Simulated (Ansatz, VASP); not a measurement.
## Al in VASP and in Ansatz

```
CELL_PARAMETERS angstrom
2.81246 0.00000 0.00000
-1.40623 2.43566 0.00000
0.00000 0.00000 4.62351
ATOMIC_POSITIONS crystal
Al 0.66667 0.33333 0.75000
Al 0.33333 0.66667 0.25000
```

Change from the starting cell: strain +0.000 along x and y, -0.050 along z, atoms carried along.

Alike in both runs: task single point; functional PBEsol; dispersion D3(BJ); k mesh 18 × 18 × 10; occupations gaussian, width 0.15 eV; no spin polarisation.

|  | VASP | Ansatz |
| --- | --- | --- |
| version | VASP 6.6.1 | Ansatz 0.2.0 |
| potentials or method | VASP PAW PBE potentials, release 64 (Al), cutoff 520 eV | scalar-relativistic, plane waves, PAW |
| valence electrons in the cell | 6 | 6 |

VASP gave:

```
gap on the k mesh at the Fermi level (eV)                     : none
pressure (GPa)                                                : -0.8
traceless stress, the component that is largest in VASP (GPa) : -0.13
```

Q: What did Ansatz give for the same quantities?

A: gap on the k mesh at the Fermi level (eV): none; pressure (GPa): -0.9; traceless stress, the component that is largest in VASP (GPa): -0.13.

VASP's potentials were made for PBE, not for PBEsol. A gap of «none» marks a metal or a gap that the smearing closes.
